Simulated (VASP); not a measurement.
SnO, 18 atoms in the cell. The cell holds a disordered packing, 18 atoms: a = 5.971 Å, b = 7.033 Å, c = 8.493 Å, α = 92.89°, β = 97.57°, γ = 97.08°. 

| Item | Value |
| --- | --- |
| Program | VASP 6.6.1 |
| Task | single point |
| Functional | PBE |
| Dispersion | D3(BJ) |
| Potentials or basis | VASP PAW PBE potentials, release 64 (Sn_d, O_h) |
| Cutoff | 1000 eV |
| k mesh | 2 × 2 × 2, shifted |
| Occupations | gaussian, width 0.1 eV |
| Spin | no spin polarisation |
| Dipole correction | no |
| Further INCAR settings | LREAL = Auto; ALGO = Normal; EDIFF = 1e-06; NBANDS = 105; ISYM = 0 |

Potentials or basis: VASP PAW PBE potentials, release 64 (Sn_d, O_h).

Command:

```sh
$ cat potpaw_PBE.64/Sn_d/POTCAR potpaw_PBE.64/O_h/POTCAR > POTCAR
$ mpirun -np 1 vasp_std > vasp.out
```

Hardware: 1 thread of AMD EPYC 7R43 64-Core Processor (Zen 3), on a shared host.

Question: Estimate the wall time of this run.

Answer: Run time: 14 min on 1 thread of AMD EPYC 7R43 64-Core Processor (Zen 3) (shared host), peak memory 0.93 GiB. Counts: scf iterations 18, k points 4.
